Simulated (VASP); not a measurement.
# SrVO3 (Pm-3m) in VASP: single point with PBE+U

Aim: the single point of SrVO3 with PBE+U.

Program: VASP 6.6.1. These are calculated values, not measurements. Logs are shortened: lines on timing, memory, paths and dates and some standing lists are left out, and cuts for length are marked.

### Step 1. The cell of the first run

The structure is cubic, space group Pm-3m (No. 221). The conventional cell has a = 3.882 Å, b = 3.882 Å, c = 3.882 Å, α = 90.00°, β = 90.00°, γ = 90.00°. Sr (site symmetry m-3m) has 12 O at 2.75 Å and 8 V at 3.36 Å within 3.6 Å. Within 2.6 Å of V (site symmetry m-3m) lie 6 O at 1.94 Å. Within 2.6 Å of O (site symmetry 4/mmm) lie 2 V at 1.94 Å.

### Step 2. Single point, PBE+U, collinear spin, ferromagnetic start

The input, INCAR:

```
SYSTEM = SrVO3
ALGO = Normal ; EDIFF = 1E-7
ENCUT = 520 ; GGA = PE
ISIF = 2 ; ISMEAR = 0
ISPIN = 2 ; LASPH = .TRUE.
LCHARG = .FALSE. ; LDAU = .TRUE.
LDAUJ = 0 0 0 ; LDAUL = -1 2 -1
LDAUPRINT = 1 ; LDAUTYPE = 2
LDAUU = 0 3.25 0 ; LMAXMIX = 4
LORBIT = 11 ; LREAL = .FALSE.
LWAVE = .FALSE. ; MAGMOM = 0 1.02 0 0 0
NBANDS = 32 ; NELM = 150
PREC = Accurate ; SIGMA = 0.1
```

The input, KPOINTS:

```
k-points
0
G
  10 10 10
  0 0 0
```

The input, POSCAR:

```
SrVO3
1.0
    3.8822918519      0.0000000000      0.0000000000
    0.0000000000      3.8822918519      0.0000000000
    0.0000000000      0.0000000000      3.8822918519
Sr V O
1 1 3
Direct
    0.5000000000      0.5000000000      0.5000000000
    0.0000000000      0.0000000000      0.0000000000
    0.5000000000      0.0000000000      0.0000000000
    0.0000000000      0.5000000000      0.0000000000
    0.0000000000      0.0000000000      0.5000000000
```

Potentials or basis: VASP PAW PBE potentials, release 64 (Sr_sv, V_sv, O).

Run with:

```bash
$ cat potpaw_PBE.64/Sr_sv/POTCAR potpaw_PBE.64/V_sv/POTCAR potpaw_PBE.64/O/POTCAR > POTCAR
$ mpirun -np 1 vasp_std > vasp.out
```

OUTCAR:

```text
SYSTEM = SrVO3
   EDIFF = 1E-7
   ENCUT = 520
   GGA = PE
   ISIF = 2
   ISMEAR = 0
   ISPIN = 2
   LASPH = .TRUE.
   LORBIT = 11
   LREAL = .FALSE.
   NELM = 150
   PREC = Accurate

 ion  position               nearest neighbor table
   1  0.500  0.500  0.500-   3 2.75   4 2.75   5 2.75   3 2.75   4 2.75   3 2.75   5 2.75   3 2.75
                             4 2.75   5 2.75   4 2.75   5 2.75   2 3.36   2 3.36   2 3.36   2 3.36
   2  0.000  0.000  0.000-   3 1.94   4 1.94   5 1.94   5 1.94   4 1.94   3 1.94   1 3.36   1 3.36
                             1 3.36   1 3.36   1 3.36   1 3.36   1 3.36   1 3.36
   3  0.500  0.000  0.000-   2 1.94   2 1.94   1 2.75   1 2.75   1 2.75   1 2.75
   4  0.000  0.500  0.000-   2 1.94   2 1.94   1 2.75   1 2.75   1 2.75   1 2.75
   5  0.000  0.000  0.500-   2 1.94   2 1.94   1 2.75   1 2.75   1 2.75   1 2.75

  LATTYP: Found a simple cubic cell.
 ALAT       =     3.8822918519

  Lattice vectors:

 A1 = (   3.8822918519,   0.0000000000,   0.0000000000)
 A2 = (   0.0000000000,   3.8822918519,   0.0000000000)
 A3 = (   0.0000000000,   0.0000000000,   3.8822918519)

Analysis of symmetry for initial positions (statically):
=====================================================================
 Subroutine PRICEL returns:
 Original cell was already a primitive cell.

 Routine SETGRP: Setting up the symmetry group for a
 simple cubic supercell.

 Subroutine GETGRP returns: Found 48 space group operations
 (whereof 48 operations were pure point group operations)
 out of a pool of 48 trial point group operations.

The static configuration has the point symmetry O_h .

Analysis of symmetry for dynamics (positions and initial velocities):
=====================================================================
 Subroutine PRICEL returns:
 Original cell was already a primitive cell.

 Routine SETGRP: Setting up the symmetry group for a
 simple cubic supercell.

 Subroutine GETGRP returns: Found 48 space group operations
 (whereof 48 operations were pure point group operations)
 out of a pool of 48 trial point group operations.

The dynamic configuration has the point symmetry O_h .

Analysis of structural, dynamic, and magnetic symmetry:
=====================================================================
 Subroutine PRICEL returns:
 Original cell was already a primitive cell.

 Routine SETGRP: Setting up the symmetry group for a
 simple cubic supercell.

 Subroutine GETGRP returns: Found 48 space group operations
 (whereof 48 operations were pure point group operations)
 out of a pool of 48 trial point group operations.

The overall configuration has the point symmetry O_h .

 Subroutine INISYM returns: Found 48 space group operations
 (whereof 48 operations are pure point group operations),
 and found     1 'primitive' translations

----------------------------------------------------------------------------------------

                                     Primitive cell

  volume of cell :      58.5146

  direct lattice vectors                    reciprocal lattice vectors
     3.882291852  0.000000000  0.000000000     0.257579811  0.000000000  0.000000000
     0.000000000  3.882291852  0.000000000     0.000000000  0.257579811  0.000000000
     0.000000000  0.000000000  3.882291852     0.000000000  0.000000000  0.257579811

  length of vectors
     3.882291852  3.882291852  3.882291852     0.257579811  0.257579811  0.257579811

  position of ions in fractional coordinates (direct lattice)
     0.500000000  0.500000000  0.500000000
     0.000000000  0.000000000  0.000000000
     0.500000000  0.000000000  0.000000000
     0.000000000  0.500000000  0.000000000
     0.000000000  0.000000000  0.500000000

[... 91 lines left out ...]
   NUPDOWN=      -1.0000    fix difference up-down
   EMIN   =  10.00;   EMAX   =-10.00  energy-range for DOS
   EFERMI =   0.00;   METHOD = LEGACY
   ISMEAR =     0;   SIGMA  =   0.10  broadening in eV -4-tet -1-fermi 0-gaus
   EFERMI_NEDOS =   21; number of points for ismear=-14 and -15
   IALGO  =     38    algorithm
   IMIX   =      4    mixing-type and parameters
     AMIX     =   0.40;   BMIX     =  1.00
     AMIX_MAG =   1.60;   BMIX_MAG =  1.00
  volume/ion in A,a.u.               =      11.70        78.98
  Fermi-wavevector in a.u.,A,eV,Ry     =   1.454056  2.747768 28.766528  2.114280
  Thomas-Fermi vector in A             =   2.571251
   LORBIT       =     11    0 simple, 1 ext, 2 COOP (PROOUT), +10 PAW based schemes
 LDA+U is selected, type is set to LDAUTYPE =  2
   angular momentum for each species LDAUL =    -1    2   -1
   U (eV)           for each species LDAUU =   0.0  3.2  0.0
   J (eV)           for each species LDAUJ =   0.0  0.0  0.0
   GGA     = PE    functional components
   LHFCALC =     F    Hartree Fock is set to
   AEXX    =    0.0000 exact exchange contribution
   IVDW    =     0    specifies the selected vdW correction
   LEPSILON=     F    determine dielectric tensor
   LRPA    =     F    only Hartree local field effects (RPA)
 spin polarized calculation
 Gauss-broadening in eV      SIGMA  =   0.10
  energy-cutoff  :      520.00
  volume of cell :       58.51
 maximum number of plane-waves:      1596
 NGX is ok and might be reduce to    30
   NGX = 15   NGY = 15   NGZ = 15

atom =   2  type =  2  l = 2

 onsite density matrix

spin component  1

  0.4554 -0.0000 -0.0000 -0.0000 -0.0000
 -0.0000  0.4554 -0.0000  0.0000  0.0000
 -0.0000 -0.0000  0.3064 -0.0000 -0.0000
 -0.0000  0.0000 -0.0000  0.4554  0.0000
 -0.0000  0.0000 -0.0000  0.0000  0.3064

spin component  2

  0.1048  0.0000  0.0000  0.0000  0.0000
  0.0000  0.1048  0.0000 -0.0000 -0.0000
  0.0000  0.0000  0.2785  0.0000 -0.0000
  0.0000 -0.0000  0.0000  0.1048 -0.0000
  0.0000 -0.0000 -0.0000 -0.0000  0.2785

 occupancies and eigenvectors

  o =  0.1048  v =  0.0000  0.0000  0.0000  0.0000  0.0000  0.0000  0.9839  0.0000 -0.1786 -0.0000      0.0000  0.0000  0.0000  0.0000  0.0000  0.0000  0.0000  0.0000  0.0000  0.0000
  o =  0.1048  v =  0.0000  0.0000  0.0000  0.0000  0.0000  0.0000  0.1786 -0.0000  0.9839  0.0000      0.0000  0.0000  0.0000  0.0000  0.0000  0.0000  0.0000  0.0000  0.0000  0.0000
  o =  0.1048  v =  0.0000  0.0000  0.0000  0.0000  0.0000  1.0000  0.0000  0.0000  0.0000  0.0000      0.0000  0.0000  0.0000  0.0000  0.0000  0.0000  0.0000  0.0000  0.0000  0.0000
  o =  0.2785  v =  0.0000  0.0000  0.0000  0.0000  0.0000  0.0000 -0.0000  0.0023  0.0000 -1.0000      0.0000  0.0000  0.0000  0.0000  0.0000  0.0000  0.0000  0.0000  0.0000  0.0000
  o =  0.2785  v =  0.0000  0.0000  0.0000  0.0000  0.0000  0.0000  0.0000  1.0000  0.0000  0.0023      0.0000  0.0000  0.0000  0.0000  0.0000  0.0000  0.0000  0.0000  0.0000  0.0000
  o =  0.3064  v =  0.0000 -0.0000 -0.0077  0.0000 -1.0000  0.0000  0.0000  0.0000  0.0000  0.0000      0.0000  0.0000  0.0000  0.0000  0.0000  0.0000  0.0000  0.0000  0.0000  0.0000
  o =  0.3064  v =  0.0000  0.0000 -1.0000  0.0000  0.0077  0.0000  0.0000  0.0000  0.0000  0.0000      0.0000  0.0000  0.0000  0.0000  0.0000  0.0000  0.0000  0.0000  0.0000  0.0000
  o =  0.4554  v =  0.0000  0.2484  0.0000 -0.9686 -0.0000  0.0000  0.0000  0.0000  0.0000  0.0000      0.0000  0.0000  0.0000  0.0000  0.0000  0.0000  0.0000  0.0000  0.0000  0.0000
  o =  0.4554  v =  0.0000 -0.9686 -0.0000 -0.2484  0.0000  0.0000  0.0000  0.0000  0.0000  0.0000      0.0000  0.0000  0.0000  0.0000  0.0000  0.0000  0.0000  0.0000  0.0000  0.0000
  o =  0.4554  v =  1.0000  0.0000  0.0000  0.0000  0.0000  0.0000  0.0000  0.0000  0.0000  0.0000      0.0000  0.0000  0.0000  0.0000  0.0000  0.0000  0.0000  0.0000  0.0000  0.0000

 number of electron      41.0000018 magnetization       1.0000203

 Free energy of the ion-electron system (eV)
  ---------------------------------------------------
  ext. energy  EPLUGINS =         0.00000000
  ---------------------------------------------------
  free energy    TOTEN  =       -36.14026221 eV

  energy without entropy =      -36.12784087  energy(sigma->0) =      -36.13405154

 E-fermi :   5.7315     XC(G=0): -11.3961

 val. band max:        5.7287596306   @ k =   0.3000   0.1000   0.1000
 cond. band min:       5.7398958000   @ k =   0.3000   0.3000   0.0000
 fundamental gap:      0.0111361693
 Fermi energy:         5.7314789586

 spin component 1

 k-point     1 :       0.0000    0.0000    0.0000
  band No.  band energies     occupation
      1     -60.9375      1.00000
      2     -34.7309      1.00000
      3     -34.7309      1.00000
      4     -34.7309      1.00000
      5     -28.5516      1.00000
      6     -13.5115      1.00000
[... 1673 lines left out ...]
     31      13.6470      0.00000
     32      18.5206      0.00000

 [... further k-points ...]

------------------------ aborting loop because EDIFF is reached ----------------------------------------

  FORCE on cell =-STRESS in cart. coord.  units (eV):
  Direction    XX          YY          ZZ          XY          YZ          ZX
  --------------------------------------------------------------------------------------
  -------------------------------------------------------------------------------------
  Total        0.7885862      0.7885862      0.7885862      0.0000000     -0.0000000      0.0000000
  in kB       21.5921158     21.5921158     21.5921158      0.0000000     -0.0000000      0.0000000
  external PRESSURE =      21.5921158 kB  Pullay stress =       0.0000000 kB

 VOLUME and BASIS-vectors are now :
 -----------------------------------------------------------------------------
  energy-cutoff  :      520.00
  volume of cell :       58.51
      direct lattice vectors                 reciprocal lattice vectors
     3.882291852  0.000000000  0.000000000     0.257579811  0.000000000  0.000000000
     0.000000000  3.882291852  0.000000000     0.000000000  0.257579811  0.000000000
     0.000000000  0.000000000  3.882291852     0.000000000  0.000000000  0.257579811

 POSITION                                       TOTAL-FORCE (eV/Angst)
 -----------------------------------------------------------------------------------
      1.94115      1.94115      1.94115         0.000000      0.000000      0.000000
      0.00000      0.00000      0.00000         0.000000      0.000000      0.000000
      1.94115      0.00000      0.00000         0.000000      0.000000      0.000000
      0.00000      1.94115      0.00000         0.000000      0.000000      0.000000
      0.00000      0.00000      1.94115         0.000000      0.000000      0.000000
 -----------------------------------------------------------------------------------
    total drift:                                0.000000     -0.000000      0.000000

  FREE ENERGIE OF THE ION-ELECTRON SYSTEM (eV)
  ---------------------------------------------------
  free  energy   TOTEN  =       -36.1402622101 eV

  energy  without entropy=      -36.1278408710  energy(sigma->0) =      -36.13405154

 total charge

# of ion       s       p       d       tot
------------------------------------------
    1        1.999   5.797   0.206   8.002
    2        2.281   6.335   2.817  11.433
    3        1.562   3.483   0.000   5.045
    4        1.562   3.483   0.000   5.045
    5        1.562   3.483   0.000   5.045
--------------------------------------------------
tot          8.967  22.580   3.023  34.570

 magnetization (x)

# of ion       s       p       d       tot
------------------------------------------
    1       -0.000  -0.002   0.001  -0.001
    2        0.009   0.010   1.104   1.124
    3       -0.002  -0.055   0.000  -0.057
    4       -0.002  -0.055   0.000  -0.057
    5       -0.002  -0.055   0.000  -0.057
--------------------------------------------------
tot          0.003  -0.158   1.106   0.951
```

Wall time 4.1 min (1 thread of Intel Xeon Platinum 8259CL at 2.50GHz (Skylake/Cascade Lake), shared host); peak memory 0.3 GiB.

Results:

```yaml
Free_energy: -36.1403 eV
Pressure: 2.2 GPa
Band_gap_on_the_k_mesh: zero (filled and empty bands overlap)
Net_moment: 1.00 μB per cell
Site_moments: Sr -0.00; V +1.12; O -0.06 μB
Valence_electrons_inside_the_program's_atomic_spheres: Sr 8.00; V 11.43; O 5.04
```

Levels at points of the mesh, in eV from the Fermi level:
Spin up:
```
           k point  band 18  band 19  band 20  band 21  band 22  band 23  band 24  band 25
(0.00, 0.00, 0.00)    -2.00    -2.00    -2.00    -1.52    -1.52    -1.52     1.31     1.31
(0.50, 0.00, 0.00)    -3.58    -2.44    -2.44    -1.43     0.50     0.50     1.32     3.50
(0.50, 0.50, 0.00)    -3.16    -3.16    -1.66     0.44     0.44     0.70     2.27     5.42
(0.50, 0.50, 0.50)    -1.56    -1.56    -1.56     0.94     0.94     0.94     5.42     5.42
```
Spin down:
| k point | band 18 | band 19 | band 20 | band 21 | band 22 | band 23 |
| --- | --- | --- | --- | --- | --- | --- |
| (0.00, 0.00, 0.00) | -2.09 | -2.09 | -2.09 | 0.73 | 0.73 | 0.73 |
| (0.50, 0.00, 0.00) | -3.66 | -2.52 | -2.52 | 0.91 | 2.03 | 2.42 |
| (0.50, 0.50, 0.00) | -3.24 | -3.24 | -1.76 | 2.43 | 2.43 | 2.84 |
| (0.50, 0.50, 0.50) | -1.67 | -1.67 | -1.67 | 3.04 | 3.04 | 3.04 |

Eigenvalues of the final occupation matrices:
```
    site  spin  trace               eigenvalues
site 2 d     1   1.98  0.31 0.31 0.46 0.46 0.46
site 2 d     2   0.87  0.10 0.10 0.10 0.28 0.28
```

The state reached can hang on the start; a lower one may exist.
